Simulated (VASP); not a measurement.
# H9O4F in VASP: notebook

Runs on H9O4F. Level: PBE. Tasks: single point.

All numbers are computed with VASP 6.6.1; they aren't measurements. Logs are shortened: lines on timing, memory, paths and dates and some standing lists are left out, and cuts for length are marked.

## (1) The cell of the first run

The cell holds a disordered packing, 14 atoms: a = 5.533 Å, b = 5.533 Å, c = 5.533 Å, α = 90.00°, β = 90.00°, γ = 90.00°.

## (2) Single point, PBE

Contents of INCAR:

```
PREC = Accurate
ENCUT = 520
EDIFF = 1E-7
ISMEAR = -1
SIGMA = 0.02
LREAL = False
LASPH = True
NELM = 80
ALGO = Normal
ISIF = 2
LWAVE = False
LCHARG = True
GGA = PE
LELF = True
LVHAR = True
NBANDS = 33
```

Contents of KPOINTS:

```
Automatic mesh
0
Gamma
  1 1 1
```

Contents of POSCAR:

```
H9O4F
1.0
    5.5331330000      0.0000000000      0.0000000000
    0.0000000000      5.5331330000      0.0000000000
    0.0000000000      0.0000000000      5.5331330000
O H F
4 9 1
Direct
    0.3963215777      0.2379122280      0.5514958704
   -0.0177295576      0.0550501859      0.1366133798
    0.4913852604     -0.0272359258     -0.0609238925
    0.7424365183      0.7645397282      0.4888911942
    0.4600829223      0.4107437866      0.5384291323
    0.5094943498      0.1421798464      0.6727111024
   -0.1042989568      0.0489596039      0.2789016638
   -0.0762678215      0.2067544735      0.0909972704
    0.6045038137      0.0054941748      0.0593334735
    0.3509404166     -0.0885574231     -0.0008132825
    0.7193212236      0.7912334657      0.6635300471
    0.8588443473      0.6326614596      0.5385917888
    0.1576683590      0.3586575634      0.7228273747
    0.0425617819      0.4509922317      0.8146740734
```

Potentials or basis: VASP PAW PBE potentials, release 64 (O, H, F).

Command:

```console
cat potpaw_PBE.64/O/POTCAR potpaw_PBE.64/H/POTCAR potpaw_PBE.64/F/POTCAR > POTCAR
mpirun -np 1 vasp_gam > vasp.out
```

OUTCAR:

```text
PREC = Accurate
   ENCUT = 520
   EDIFF = 1E-7
   ISMEAR = -1
   LREAL = False
   LASPH = True
   NELM = 80
   ISIF = 2
   GGA = PE

 ion  position               nearest neighbor table
   1  0.396  0.238  0.551-   5 1.02   6 1.06
   2  0.982  0.055  0.137-   7 0.92   8 0.93
   3  0.491  0.973  0.939-  10 0.91   9 0.93
   4  0.742  0.765  0.489-  11 0.99  12 1.01
   5  0.460  0.411  0.538-   1 1.02
   6  0.509  0.142  0.673-   1 1.06
   7  0.896  0.049  0.279-   2 0.92
   8  0.924  0.207  0.091-   2 0.93
   9  0.605  0.005  0.059-   3 0.93
  10  0.351  0.911  0.999-   3 0.91
  11  0.719  0.791  0.664-   4 0.99
  12  0.859  0.633  0.539-   4 1.01
  13  0.158  0.359  0.723-  14 0.96
  14  0.043  0.451  0.815-  13 0.96

  LATTYP: Found a simple cubic cell.
 ALAT       =     5.5331330000

  Lattice vectors:

 A1 = (   5.5331330000,   0.0000000000,   0.0000000000)
 A2 = (   0.0000000000,   5.5331330000,   0.0000000000)
 A3 = (   0.0000000000,   0.0000000000,   5.5331330000)

Analysis of symmetry for initial positions (statically):
=====================================================================
 Subroutine PRICEL returns:
 Original cell was already a primitive cell.

 Routine SETGRP: Setting up the symmetry group for a
 simple cubic supercell.

 Subroutine GETGRP returns: Found  1 space group operations
 (whereof  1 operations were pure point group operations)
 out of a pool of 48 trial point group operations.

The static configuration has the point symmetry C_1 .

Analysis of symmetry for dynamics (positions and initial velocities):
=====================================================================
 Subroutine PRICEL returns:
 Original cell was already a primitive cell.

 Routine SETGRP: Setting up the symmetry group for a
 simple cubic supercell.

 Subroutine GETGRP returns: Found  1 space group operations
 (whereof  1 operations were pure point group operations)
 out of a pool of 48 trial point group operations.

The dynamic configuration has the point symmetry C_1 .

 Subroutine INISYM returns: Found  1 space group operations
 (whereof  1 operations are pure point group operations),
 and found     1 'primitive' translations

----------------------------------------------------------------------------------------

                                     Primitive cell

  volume of cell :     169.4000

  direct lattice vectors                    reciprocal lattice vectors
     5.533133000  0.000000000  0.000000000     0.180729435  0.000000000  0.000000000
     0.000000000  5.533133000  0.000000000     0.000000000  0.180729435  0.000000000
     0.000000000  0.000000000  5.533133000     0.000000000  0.000000000  0.180729435

  length of vectors
     5.533133000  5.533133000  5.533133000     0.180729435  0.180729435  0.180729435

  position of ions in fractional coordinates (direct lattice)
     0.396321578  0.237912228  0.551495870
     0.982270442  0.055050186  0.136613380
     0.491385260  0.972764074  0.939076107
     0.742436518  0.764539728  0.488891194
     0.460082922  0.410743787  0.538429132
     0.509494350  0.142179846  0.672711102
     0.895701043  0.048959604  0.278901664
     0.923732179  0.206754473  0.090997270
     0.604503814  0.005494175  0.059333473
     0.350940417  0.911442577  0.999186718
     0.719321224  0.791233466  0.663530047
     0.858844347  0.632661460  0.538591789
     0.157668359  0.358657563  0.722827375
     0.042561782  0.450992232  0.814674073

  ion indices of the primitive-cell ions
   primitive index   ion index
                 1           1
                 2           2
                 3           3
                 4           4
                 5           5
                 6           6
                 7           7
                 8           8
                 9           9
                10          10
                11          11
                12          12
                13          13
                14          14

----------------------------------------------------------------------------------------

 KPOINTS: Automatic mesh

Automatic generation of k-mesh.
 Grid dimensions read from file:
 generate k-points for:    1    1    1

 Generating k-lattice:

  Cartesian coordinates                     Fractional coordinates (reciprocal lattice)
     0.180729435  0.000000000  0.000000000     1.000000000  0.000000000  0.000000000
     0.000000000  0.180729435  0.000000000     0.000000000  1.000000000  0.000000000
     0.000000000  0.000000000  0.180729435     0.000000000  0.000000000  1.000000000

  Length of vectors
     0.180729435  0.180729435  0.180729435

  Shift w.r.t. Gamma in fractional coordinates (k-lattice)
     0.000000000  0.000000000  0.000000000

 Subroutine IBZKPT returns following result:
 ===========================================

 Found      1 irreducible k-points:

 Following reciprocal coordinates:
            Coordinates               Weight
  0.000000  0.000000  0.000000      1.000000
   k-points           NKPTS =      1   k-points in BZ     NKDIM =      1   number of bands    NBANDS=     33
   number of dos      NEDOS =    301   number of ions     NIONS =     14
   total plane-waves  NPLWV =  74088
   dimension x,y,z NGX =    42 NGY =   42 NGZ =   42
   dimension x,y,z NGXF=    84 NGYF=   84 NGZF=   84
   ions per type =               4   9   1
   NGX,Y,Z   is equivalent  to a cutoff of  12.62, 12.62, 12.62 a.u.
   NGXF,Y,Z  is equivalent  to a cutoff of  25.24, 25.24, 25.24 a.u.
 SYSTEM =  unknown system
   PREC   = accura    normal or accurate (medium, high low for compatibility)
   ISTART =      0    job   : 0-new  1-cont  2-samecut
   ICHARG =      2    charge: 1-file 2-atom 10-const
   ISPIN  =      1    spin polarized calculation?
   LNONCOLLINEAR =      F non collinear calculations
   LSORBIT =      F    spin-orbit coupling
   LASPH  =      T    aspherical Exc in radial PAW
   ENCUT  =  520.0 eV  38.22 Ry    6.18 a.u.  10.29 10.29 10.29*2*pi/ulx,y,z
   NELM   =     80;   NELMIN=  2; NELMDL= -5     # of ELM steps
   EDIFF  = 0.1E-06   stopping-criterion for ELM
   LREAL  =      F    real-space projection
   EDIFFG = 0.1E-05   stopping-criterion for IOM
   NSW    =      0    number of steps for IOM
   IBRION =     -1    ionic relax: 0-MD 1-quasi-New 2-CG
   NFREE  =      0    steps in history (QN), initial steepest desc. (CG)
   ISIF   =      2    stress and relaxation
   ISYM   =      2    0-nonsym 1-usesym 2-fastsym
   POTIM  = 0.5000    time-step for ionic-motion
   TEBEG  =    0.0;   TEEND  =   0.0 temperature during run
   PSTRESS=    0.0 pullay stress
   NELECT =      40.0000    total number of electrons
   NUPDOWN=      -1.0000    fix difference up-down
   EMIN   =  10.00;   EMAX   =-10.00  energy-range for DOS
   EFERMI =   0.00;   METHOD = LEGACY
   ISMEAR =    -1;   SIGMA  =   0.02  broadening in eV -4-tet -1-fermi 0-gaus
   EFERMI_NEDOS =   21; number of points for ismear=-14 and -15
   IALGO  =     38    algorithm
   IMIX   =      4    mixing-type and parameters
     AMIX     =   0.40;   BMIX     =  1.00
     AMIX_MAG =   1.60;   BMIX_MAG =  1.00
  volume/ion in A,a.u.               =      12.10        81.65
  Fermi-wavevector in a.u.,A,eV,Ry     =   1.011868  1.912153 13.930681  1.023876
  Thomas-Fermi vector in A             =   2.144943
   LORBIT       =      0    0 simple, 1 ext, 2 COOP (PROOUT), +10 PAW based schemes
   GGA     = PE    functional components
   LHFCALC =     F    Hartree Fock is set to
   AEXX    =    0.0000 exact exchange contribution
   IVDW    =     0    specifies the selected vdW correction
   LEPSILON=     F    determine dielectric tensor
   LRPA    =     F    only Hartree local field effects (RPA)
 non-spin polarized calculation
  energy-cutoff  :      520.00
  volume of cell :      169.40
 maximum number of plane-waves:      2277
 NGX is ok and might be reduce to    42
   NGX = 21   NGY = 21   NGZ = 21

 number of electron      40.0000006 magnetization

 Free energy of the ion-electron system (eV)
  ---------------------------------------------------
  ext. energy  EPLUGINS =         0.00000000
  ---------------------------------------------------
  free energy    TOTEN  =       -65.45278884 eV

  energy without entropy =      -65.45278884  energy(sigma->0) =      -65.45278884

 E-fermi :  -3.8901     XC(G=0):  -6.2163

 val. band max:       -4.4358050463   @ k =   0.0000   0.0000   0.0000
 cond. band min:       0.2450123446   @ k =   0.0000   0.0000   0.0000
 fundamental gap:      4.6808173909
 Fermi energy:        -3.8901062056

 k-point     1 :       0.0000    0.0000    0.0000
  band No.  band energies     occupation
      1     -27.0488      2.00000
      2     -23.4911      2.00000
      3     -23.1436      2.00000
      4     -22.7030      2.00000
      5     -21.9807      2.00000
      6     -11.5702      2.00000
[... 24 lines left out ...]
     31       7.6847      0.00000
     32       8.6742      0.00000
 [bands above 32 left out]

------------------------ aborting loop because EDIFF is reached ----------------------------------------

  FORCE on cell =-STRESS in cart. coord.  units (eV):
  Direction    XX          YY          ZZ          XY          YZ          ZX
  --------------------------------------------------------------------------------------
  -------------------------------------------------------------------------------------
  Total        2.7046262      0.1382433      3.7209438      1.7575368     -0.1708231     -2.0661189
  in kB       25.5802335      1.3074989     35.1925197     16.6227044     -1.6156373    -19.5412599
  external PRESSURE =      20.6934174 kB  Pullay stress =       0.0000000 kB

 VOLUME and BASIS-vectors are now :
 -----------------------------------------------------------------------------
  energy-cutoff  :      520.00
  volume of cell :      169.40
      direct lattice vectors                 reciprocal lattice vectors
     5.533133000  0.000000000  0.000000000     0.180729435  0.000000000  0.000000000
     0.000000000  5.533133000  0.000000000     0.000000000  0.180729435  0.000000000
     0.000000000  0.000000000  5.533133000     0.000000000  0.000000000  0.180729435

 POSITION                                       TOTAL-FORCE (eV/Angst)
 -----------------------------------------------------------------------------------
      2.19290      1.31640      3.05150         1.405139      1.145599      1.181659
      5.43503      0.30460      0.75590         1.187079     -0.937658     -1.571310
      2.71890      5.38243      5.19603         2.071544      0.672036     -3.566981
      4.10800      4.23030      2.70510         1.098185     -1.638173      1.743587
      2.54570      2.27270      2.97920        -0.155286     -1.781572      0.038336
      2.81910      0.78670      3.72220        -1.855829      1.331293     -1.085077
      4.95603      0.27090      1.54320        -1.123396     -1.436968      3.333894
      5.11113      1.14400      0.50350         0.121552      2.373544     -1.629110
      3.34480      0.03040      0.32830         1.385505      0.079021      1.814264
      1.94180      5.04313      5.52863        -3.197604     -1.114562      1.579112
      3.98010      4.37800      3.67140        -1.023444      1.064966     -0.045760
      4.75210      3.50060      2.98010        -0.232260      0.518991     -1.406824
      0.87240      1.98450      3.99950         0.836002     -0.627128     -0.394990
      0.23550      2.49540      4.50770        -0.517186      0.350612      0.009200
 -----------------------------------------------------------------------------------
    total drift:                               -0.000009     -0.000937      0.000561

  FREE ENERGIE OF THE ION-ELECTRON SYSTEM (eV)
  ---------------------------------------------------
  free  energy   TOTEN  =       -65.4527888421 eV

  energy  without entropy=      -65.4527888421  energy(sigma->0) =      -65.45278884
```

It took 32 s on 1 thread of Intel Xeon 8259CL, shared host; peak memory 0.23 GiB.

What came out:

| Property | Result |
| --- | --- |
| Free energy | -65.4528 eV |
| Pressure | 2.1 GPa |
| Largest force | 4.179 eV/Å |

Forces on the atoms (eV/Å):
```
O    1.405  1.146  1.182
O    1.187 -0.938 -1.571
O    2.072  0.672 -3.567
O    1.098 -1.638  1.744
H   -0.155 -1.782  0.038
H   -1.856  1.331 -1.085
H   -1.123 -1.437  3.334
H    0.122  2.374 -1.629
H    1.386  0.079  1.814
H   -3.198 -1.115  1.579
H   -1.023  1.065 -0.046
H   -0.232  0.519 -1.407
H    0.836 -0.627 -0.395
F   -0.517  0.351  0.009
```

Caveat: the k points lie up to 1.14 Å⁻¹ apart, too coarse for converged energies, forces and pressures.

(Part 1 of 2 ends here.)
